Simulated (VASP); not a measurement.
# TaAs (I4_1md) in VASP: settings compared

Aim: see how the results for TaAs move with the level of theory and the settings. Levels: PBEsol, PBEsol+U. Tasks: single point, relaxation of shape and atoms at fixed volume.

Program: VASP 6.6.1. These are calculated values, not measurements. Logs are shortened: lines on timing, memory, paths and dates and some standing lists are left out, and cuts for length are marked.

## 1. The cell of the first run

The structure is tetragonal, space group I4_1md (No. 109). Conventional cell: a = 3.315 Å, b = 3.315 Å, c = 10.905 Å, α = 90.00°, β = 90.00°, γ = 90.00°. Ta (site symmetry 2mm) has 6 As at 2.49 to 2.50 Å and 8 Ta at 3.19 to 3.31 Å within 3.4 Å. Within 3.4 Å of As (site symmetry 2mm) lie 6 Ta at 2.49 to 2.50 Å and 8 As at 3.19 to 3.31 Å.

## 2. Single point, PBEsol (14.98 Å³/atom)

INCAR reads:

```
SYSTEM = TaAs
ALGO = Normal
EDIFF = 1E-6
ENCUT = 510
GGA = PS
GGA_COMPAT = .False.
ISIF = 2
ISMEAR = 0
LASPH = .True.
LCHARG = .False.
LREAL = .False.
LWAVE = .False.
NBANDS = 36
NELM = 120
PREC = Accurate
SIGMA = 0.1
```

KPOINTS reads:

```
k-points
0
Gamma
  18 18 18
  0 0 0
```

POSCAR reads:

```
TaAs
1.0
   -1.6574064594      1.6574064594      5.4523936368
    1.6574064594     -1.6574064594      5.4523936368
    1.6574064594      1.6574064594     -5.4523936368
Ta As
2 2
Direct
    0.5014812967      1.0014812967      0.5000000000
    0.7514812967      0.7514812967      0.0000000000
    0.0811181233      0.5811181233      0.5000000000
    0.3311181233      0.3311181233      0.0000000000
```

Potentials or basis: VASP PAW PBE potentials, release 64 (Ta_sv_GW, As_d).

Started as:

```sh
cat potpaw_PBE.64/Ta_sv_GW/POTCAR potpaw_PBE.64/As_d/POTCAR > POTCAR
mpirun -np 1 vasp_std > vasp.out
```

OUTCAR:

```text
SYSTEM = TaAs
   EDIFF = 1E-6
   ENCUT = 510
   GGA = PS
   ISIF = 2
   ISMEAR = 0
   LASPH = .True.
   LREAL = .False.
   NELM = 120
   PREC = Accurate

 ion  position               nearest neighbor table
   1  0.501  0.001  0.500-   4 2.49   4 2.49   3 2.50   3 2.50   3 2.50   3 2.50   2 3.19   2 3.19
                             2 3.19   2 3.19
   2  0.751  0.751  0.000-   3 2.49   3 2.49   4 2.50   4 2.50   4 2.50   4 2.50   1 3.19   1 3.19
                             1 3.19   1 3.19
   3  0.081  0.581  0.500-   2 2.49   2 2.49   1 2.50   1 2.50   1 2.50   1 2.50
   4  0.331  0.331  0.000-   1 2.49   1 2.49   2 2.50   2 2.50   2 2.50   2 2.50

  LATTYP: Found a body centered tetragonal cell.
 ALAT       =     3.3148129188
 C/A-ratio  =     3.2897142435

  Lattice vectors:

 A1 = (  -1.6574064594,   1.6574064594,   5.4523936368)
 A2 = (   1.6574064594,  -1.6574064594,   5.4523936368)
 A3 = (   1.6574064594,   1.6574064594,  -5.4523936368)

Analysis of symmetry for initial positions (statically):
=====================================================================
 Subroutine PRICEL returns:
 Original cell was already a primitive cell.

 Routine SETGRP: Setting up the symmetry group for a
 body centered tetragonal supercell.

 Subroutine GETGRP returns: Found  8 space group operations
 (whereof  4 operations were pure point group operations)
 out of a pool of 16 trial point group operations.

The static configuration has the point symmetry C_2v.
 The point group associated with its full space group is C_4v.

Analysis of symmetry for dynamics (positions and initial velocities):
=====================================================================
 Subroutine PRICEL returns:
 Original cell was already a primitive cell.

 Routine SETGRP: Setting up the symmetry group for a
 body centered tetragonal supercell.

 Subroutine GETGRP returns: Found  8 space group operations
 (whereof  4 operations were pure point group operations)
 out of a pool of 16 trial point group operations.

The dynamic configuration has the point symmetry C_2v.
 The point group associated with its full space group is C_4v.

 Subroutine INISYM returns: Found  8 space group operations
 (whereof  4 operations are pure point group operations),
 and found     1 'primitive' translations

----------------------------------------------------------------------------------------

                                     Primitive cell

  volume of cell :      59.9108

  direct lattice vectors                    reciprocal lattice vectors
    -1.657406459  1.657406459  5.452393637     0.000000000  0.301676150  0.091702843
     1.657406459 -1.657406459  5.452393637     0.301676150  0.000000000  0.091702843
     1.657406459  1.657406459 -5.452393637     0.301676150  0.301676150  0.000000000

  length of vectors
     5.934862148  5.934862148  5.934862148     0.315306059  0.315306059  0.426634503

  position of ions in fractional coordinates (direct lattice)
     0.501481297  0.001481297  0.500000000
     0.751481297  0.751481297  0.000000000
     0.081118123  0.581118123  0.500000000
     0.331118123  0.331118123  0.000000000

  ion indices of the primitive-cell ions
   primitive index   ion index
                 1           1
                 2           2
                 3           3
                 4           4

----------------------------------------------------------------------------------------

 KPOINTS: k-points

Automatic generation of k-mesh.
 Grid dimensions read from file:
 generate k-points for:   18   18   18

 Generating k-lattice:

  Cartesian coordinates                     Fractional coordinates (reciprocal lattice)
     0.000000000  0.016759786  0.005094602     0.055555556 -0.000000000  0.000000000
     0.016759786  0.000000000  0.005094602    -0.000000000  0.055555556  0.000000000
     0.016759786  0.016759786  0.000000000     0.000000000  0.000000000  0.055555556

  Length of vectors
     0.017517003  0.017517003  0.023701917

  Shift w.r.t. Gamma in fractional coordinates (k-lattice)
     0.000000000  0.000000000  0.000000000

 Subroutine IBZKPT returns following result:
 ===========================================

 Found    480 irreducible k-points:

 Following reciprocal coordinates:
            Coordinates               Weight
  0.000000  0.000000  0.000000      1.000000
  0.055556  0.000000 -0.000000      8.000000
  0.111111  0.000000 -0.000000      8.000000
  0.166667  0.000000  0.000000      8.000000
  0.222222  0.000000 -0.000000      8.000000
  0.277778  0.000000 -0.000000      8.000000
[... 16 lines left out ...]
 -0.277778  0.055556  0.000000     16.000000
 -0.222222  0.055556  0.000000     16.000000
 [... further k-points ...]
   k-points           NKPTS =    480   k-points in BZ     NKDIM =    480   number of bands    NBANDS=     36
   number of dos      NEDOS =    301   number of ions     NIONS =      4
   total plane-waves  NPLWV = 110592
[... 28 lines left out ...]
   EMIN   =  10.00;   EMAX   =-10.00  energy-range for DOS
   EFERMI =   0.00;   METHOD = LEGACY
   ISMEAR =     0;   SIGMA  =   0.10  broadening in eV -4-tet -1-fermi 0-gaus
   EFERMI_NEDOS =   21; number of points for ismear=-14 and -15
   IALGO  =     38    algorithm
   IMIX   =      4    mixing-type and parameters
     AMIX     =   0.40;   BMIX     =  1.00
     AMIX_MAG =   1.60;   BMIX_MAG =  1.00
  volume/ion in A,a.u.               =      14.98       101.07
  Fermi-wavevector in a.u.,A,eV,Ry     =   1.600672  3.024832 34.860191  2.562152
  Thomas-Fermi vector in A             =   2.697771
   LORBIT       =      0    0 simple, 1 ext, 2 COOP (PROOUT), +10 PAW based schemes
   GGA     = PS    functional components
   LHFCALC =     F    Hartree Fock is set to
   AEXX    =    0.0000 exact exchange contribution
   IVDW    =     0    specifies the selected vdW correction
   LEPSILON=     F    determine dielectric tensor
   LRPA    =     F    only Hartree local field effects (RPA)
 non-spin polarized calculation
 Gauss-broadening in eV      SIGMA  =   0.10
  energy-cutoff  :      510.00
  volume of cell :       59.91
 maximum number of plane-waves:      1584
 NGX is ok and might be reduce to    48
   NGX = 21   NGY = 21   NGZ = 21

 number of electron      56.0000002 magnetization

 Free energy of the ion-electron system (eV)
  ---------------------------------------------------
  ext. energy  EPLUGINS =         0.00000000
  ---------------------------------------------------
  free energy    TOTEN  =       -42.07564866 eV

  energy without entropy =      -42.07383982  energy(sigma->0) =      -42.07474424

 E-fermi :  10.1595     XC(G=0): -13.5586

 val. band max:       10.1544301449   @ k =   0.5000   0.0000  -0.0000
 cond. band min:      10.1621945135   @ k =  -0.0556   0.5000   0.0556
 fundamental gap:      0.0077643687
 Fermi energy:        10.1594820429

 k-point     1 :       0.0000    0.0000    0.0000
  band No.  band energies     occupation
      1     -57.7333      2.00000
      2     -57.7067      2.00000
      3     -25.5780      2.00000
      4     -25.5780      2.00000
      5     -25.5306      2.00000
      6     -25.5294      2.00000
[... 28 lines left out ...]
     35      14.9366      0.00000
     36      14.9366      0.00000

 k-point     2 :       0.0556    0.0000   -0.0000
  band No.  band energies     occupation
      1     -57.7329      2.00000
      2     -57.7066      2.00000
      3     -25.5796      2.00000
      4     -25.5796      2.00000
      5     -25.5292      2.00000
      6     -25.5285      2.00000
[... 28 lines left out ...]
     35      14.7765      0.00000
     36      15.1206      0.00000

 k-point     3 :       0.1111    0.0000   -0.0000
  band No.  band energies     occupation
      1     -57.7317      2.00000
      2     -57.7063      2.00000
      3     -25.5839      2.00000
      4     -25.5831      2.00000
      5     -25.5279      2.00000
      6     -25.5242      2.00000
[... 28 lines left out ...]
     35      14.9351      0.00000
     36      15.6077      0.00000
[... 742 lines left out ...]
 k-point    23 :      -0.2778    0.0556    0.0000
  band No.  band energies     occupation
      1     -57.7250      2.00000
      2     -57.7048      2.00000
      3     -25.6080      2.00000
      4     -25.5868      2.00000
      5     -25.5487      2.00000
      6     -25.5290      2.00000
[... 28 lines left out ...]
     35      16.0853      0.00000
     36      17.2219      0.00000

 k-point    24 :      -0.2222    0.0556    0.0000
  band No.  band energies     occupation
      1     -57.7275      2.00000
      2     -57.7051      2.00000
      3     -25.5993      2.00000
      4     -25.5877      2.00000
      5     -25.5374      2.00000
      6     -25.5263      2.00000
[... 28 lines left out ...]
     35      15.9093      0.00000
     36      16.6719      0.00000

 [... further k-points ...]

------------------------ aborting loop because EDIFF is reached ----------------------------------------

  FORCE on cell =-STRESS in cart. coord.  units (eV):
  Direction    XX          YY          ZZ          XY          YZ          ZX
  --------------------------------------------------------------------------------------
  -------------------------------------------------------------------------------------
  Total       11.7994958     11.7994958     11.7844961      0.0000000      0.0000000      0.0000000
  in kB      315.5504352    315.5504352    315.1493025      0.0000000      0.0000000      0.0000000
  external PRESSURE =     315.4167243 kB  Pullay stress =       0.0000000 kB

 VOLUME and BASIS-vectors are now :
 -----------------------------------------------------------------------------
  energy-cutoff  :      510.00
  volume of cell :       59.91
      direct lattice vectors                 reciprocal lattice vectors
    -1.657406459  1.657406459  5.452393637     0.000000000  0.301676150  0.091702843
     1.657406459 -1.657406459  5.452393637     0.301676150  0.000000000  0.091702843
     1.657406459  1.657406459 -5.452393637     0.301676150  0.301676150  0.000000000

 POSITION                                       TOTAL-FORCE (eV/Angst)
 -----------------------------------------------------------------------------------
      0.00000      1.65741      0.01615        -0.000000      0.000000      0.007899
      0.00000      0.00000      8.19474         0.000000     -0.000000      0.007899
      1.65741      0.00000      0.88458         0.000000      0.000000     -0.007899
      0.00000      0.00000      3.61077         0.000000      0.000000     -0.007899
 -----------------------------------------------------------------------------------
    total drift:                               -0.000000     -0.000000     -0.000207

  FREE ENERGIE OF THE ION-ELECTRON SYSTEM (eV)
  ---------------------------------------------------
  free  energy   TOTEN  =       -42.0756486631 eV

  energy  without entropy=      -42.0738398177  energy(sigma->0) =      -42.07474424
```

Wall time 37 min (1 thread of Intel Xeon Platinum 8559C (Emerald Rapids), shared host); peak memory 1 GiB.

Results:

```
Free energy            : -42.0756 eV
Pressure               : 31.5 GPa
Largest force          : 0.008 eV/Å
Band gap on the k mesh : zero (bands 28 and 29 overlap by 0.04 eV)
```

Forces on the atoms (eV/Å):
```
Ta   0.000  0.000  0.008
Ta   0.000  0.000  0.008
As   0.000  0.000 -0.008
As   0.000  0.000 -0.008
```

Caveat: the cell stands under pressure; the PAW data sets were made with another functional, which shifts forces and pressure a little; spin-orbit coupling is left out, which moves the levels of the heavy elements.

## 3. Single point, PBEsol+U

This run uses another cell than the first one, of 17.03 Å³/atom.

INCAR reads:

```
SYSTEM = TaAs
PREC     = Accurate       ! precision mode
ENCUT    = 520            ! plane-wave cutoff, eV
EDIFF    = 1E-6           ! SCF threshold, eV
ISMEAR   = -1             ! smearing method
SIGMA    = 0.15           ! smearing width, eV
LREAL    = .False.        ! projectors in reciprocal space
LASPH    = .True.         ! aspherical terms in the spheres
NELM     = 150            ! most SCF steps
ALGO     = Normal         ! electronic algorithm
ISIF     = 2              ! what is computed and relaxed
LWAVE    = .False.        ! write WAVECAR
LCHARG   = .True.         ! write CHGCAR
LMAXMIX  = 4              ! l up to which the mixer works
LDAU     = .True.         ! DFT+U
LDAUTYPE = 2            
LDAUL    = 2 -1           ! shell
LDAUU    = 3 0            ! U, eV
LDAUJ    = 0 0          
LDAUPRINT= 1            
GGA      = PS             ! functional
LVHAR    = .True.       
NBANDS   = 24             ! bands
KPAR     = 4
```

KPOINTS reads:

```
Automatic mesh
0
Gamma
  18 18 18
  0 0 0
```

POSCAR reads:

```
TaAs
1.0
   -1.7147910607      1.7147910607      5.7907220052
    1.7147910607     -1.7147910607      5.7907220052
    1.7147910607      1.7147910607     -5.7907220052
Ta As
2 2
Direct
    0.5003124942      1.0003124942      0.5000000000
    0.7503124942      0.7503124942      0.0000000000
    0.0822869258      0.5822869258      0.5000000000
    0.3322869258      0.3322869258      0.0000000000
```

Potentials or basis: VASP PAW PBE potentials, release 64 (Ta_pv, As).

Started as:

```sh
cat potpaw_PBE.64/Ta_pv/POTCAR potpaw_PBE.64/As/POTCAR > POTCAR
mpirun -np 4 vasp_std > vasp.out
```

It took 12 min on 4 MPI ranks of Oxide Virtual Turin-like, shared host; peak memory 0.85 GiB.

It converged, with:

* Free energy: -32.2690 eV
* Pressure: 5.7 GPa
* Largest force: 0.004 eV/Å
* Band gap on the k mesh: zero (filled and empty bands touch)

Forces on the atoms (eV/Å):
```
Ta   0.000  0.000  0.004
Ta   0.000  0.000  0.004
As   0.000  0.000 -0.004
As   0.000  0.000 -0.004
```

Stress tensor (GPa, compression positive):
```
5.89 0.00 0.00
0.00 5.89 0.00
0.00 0.00 5.28
```

Levels at points of the mesh, in eV from the Fermi level:
```
           k point  band 14  band 15  band 16  band 17  band 18  band 19
(0.00, 0.00, 0.00)    -1.94    -1.72    -1.72     1.00     1.72     2.39
(0.50, 0.00, 0.00)    -2.46    -1.56    -0.25     0.20     1.50     2.38
(0.50, 0.50, 0.00)    -3.29    -1.31    -1.31     2.96     2.96     3.31
(0.50, 0.50, 0.50)    -2.86    -1.11    -1.11     1.34     1.34     2.52
```

Eigenvalues of the final occupation matrices:
```csv
site,spin,trace,eigenvalues
site 1 d,1,1.17,0.21 0.24 0.24 0.24 0.24
site 1 d,2,1.17,0.21 0.24 0.24 0.24 0.24
site 2 d,1,1.17,0.21 0.24 0.24 0.24 0.24
site 2 d,2,1.17,0.21 0.24 0.24 0.24 0.24
```

Caveat: the cell stands under pressure; the PAW data sets were made with another functional, which shifts forces and pressure a little; spin-orbit coupling is left out, which moves the levels of the heavy elements; U without spin polarisation on a metal has little footing; the U is typed as a test and isn't derived for this compound.

## 4. Relaxation of shape and atoms at fixed volume, PBEsol (18.72 Å³/atom)

This run uses another cell than the first one, of 18.72 Å³/atom.

INCAR reads:

```
SYSTEM = TaAs
PREC     = Accurate       ! precision mode
ENCUT    = 600            ! plane-wave cutoff, eV
EDIFF    = 1E-6           ! SCF threshold, eV
ISMEAR   = 0              ! smearing method
SIGMA    = 0.1            ! smearing width, eV
LREAL    = .False.        ! projectors in reciprocal space
LASPH    = .True.         ! aspherical terms in the spheres
NELM     = 80             ! most SCF steps
ALGO     = Fast           ! electronic algorithm
ISIF     = 4              ! what is computed and relaxed
LWAVE    = .False.        ! write WAVECAR
LCHARG   = .False.        ! write CHGCAR
GGA      = PS             ! functional
IBRION   = 2              ! ionic algorithm
NSW      = 50             ! ionic steps
EDIFFG   = -0.01          ! ionic threshold
KPAR     = 4
```

KPOINTS reads:

```
regular mesh
0
Gamma
  18 18 18
  0 0 0
```

POSCAR reads:

```
TaAs
1.0
   -1.7635832371      1.7635832371      6.0195405597
    1.7635832371     -1.7635832371      6.0195405597
    1.7635832371      1.7635832371     -6.0195405597
Ta As
2 2
Direct
    0.4999436533      0.9999436533      0.5000000000
    0.7499436533      0.7499436533      0.0000000000
    0.0826557667      0.5826557667      0.5000000000
    0.3326557667      0.3326557667      0.0000000000
```

Started as:

```sh
cat potpaw_PBE.64/Ta_pv/POTCAR potpaw_PBE.64/As/POTCAR > POTCAR
mpirun -np 4 vasp_std > vasp.out
```

It took 49 min on 4 MPI ranks of Oxide Virtual Turin-like, shared host; peak memory 1.1 GiB.

It converged, with:

- Free energy: -37.4153 eV
- Energy gained by relaxing: 0.2 meV/atom
- Ionic steps: 7
- Pressure after relaxing: -14.2 GPa
- Band gap on the k mesh: zero (bands 16 and 17 overlap by 0.05 eV)

Step by step:
```tsv
step	energy change (eV)	largest force (eV/Å)	pressure (GPa)	volume (Å³)
1	0.0000	0.0109	-14.32	74.89
2	-0.0006	0.0177	-14.27	74.89
3	-0.0006	0.0217	-14.24	74.89
4	-0.0006	0.0213	-14.24	74.89
5	-0.0006	0.0206	-14.25	74.89
6	-0.0006	0.0203	-14.25	74.89
7	-0.0007	0.0008	-14.25	74.89
```

Final structure:
```cif
data_structure
_symmetry_space_group_name_H-M 'P 1'
_symmetry_Int_Tables_number 1
_cell_length_a 6.5351
_cell_length_b 6.5351
_cell_length_c 6.5351
_cell_angle_alpha 148.748
_cell_angle_beta 148.748
_cell_angle_gamma 44.782
_cell_volume 74.89
loop_
_atom_site_label
_atom_site_type_symbol
_atom_site_fract_x
_atom_site_fract_y
_atom_site_fract_z
_atom_site_occupancy
Ta1 Ta 0.49979 0.99979 0.50000 1
Ta2 Ta 0.74979 0.74979 0.00000 1
As1 As 0.08281 0.58281 0.50000 1
As2 As 0.33281 0.33281 0.00000 1
```

Levels at points of the mesh, in eV from the Fermi level:
| k point | band 13 | band 14 | band 15 | band 16 | band 17 | band 18 | band 19 | band 20 |
| --- | --- | --- | --- | --- | --- | --- | --- | --- |
| (0.00, 0.00, 0.00) | -2.14 | -1.81 | -1.55 | -1.55 | 0.85 | 1.42 | 2.08 | 2.83 |
| (0.50, 0.00, 0.00) | -2.27 | -2.24 | -1.45 | -0.31 | 0.13 | 1.25 | 1.99 | 2.22 |
| (0.50, 0.50, 0.00) | -3.07 | -3.07 | -1.05 | -1.05 | 2.52 | 2.52 | 2.75 | 2.75 |
| (0.50, 0.50, 0.50) | -2.53 | -2.53 | -0.92 | -0.92 | 1.12 | 1.12 | 2.04 | 2.04 |

Caveat: the PAW data sets were made with another functional, which shifts forces and pressure a little; spin-orbit coupling is left out, which moves the levels of the heavy elements.

## 5. Summary

| task | level | potentials or basis | U | cell | cutoff (eV) | smearing | gap on the mesh (eV) | pressure (GPa) |
| --- | --- | --- | --- | --- | --- | --- | --- | --- |
| single point | PBEsol | VASP PAW PBE potentials, release 64 (Ta_sv_GW, As_d) | - | a = 5.935 Å, angles 147.6, 147.6, 46.5°, 4 atoms, atomic positions A | 510 | gaussian 0.1 eV | none | 31.5 |
| single point | PBEsol+U | VASP PAW PBE potentials, release 64 (Ta_pv, As) | Ta d U = 3.0 eV | a = 6.278 Å, angles 148.3, 148.3, 45.4°, 4 atoms, atomic positions B | 520 | fermi-dirac 0.15 eV | none | 5.7 |
| relaxation of shape and atoms at fixed volume | PBEsol | VASP PAW PBE potentials, release 64 (Ta_pv, As) | - | relaxed from a = 6.516 Å, angles 148.6, 148.6, 45.0°, 4 atoms, atomic positions C | 600 | gaussian 0.1 eV | none | -14.2 |

Alike in all rows: no spin polarisation; k mesh 18 × 18 × 18.

Caveats: the PAW data sets were made with another functional, which shifts forces and pressure a little; spin-orbit coupling is left out, which moves the levels of the heavy elements; the cell stands under pressure (at least some runs); U without spin polarisation on a metal has little footing (at least some runs); the U is typed as a test and isn't derived for this compound (at least some runs).

Total energies depend on the potentials used, so only differences within one code and one set of settings carry meaning.
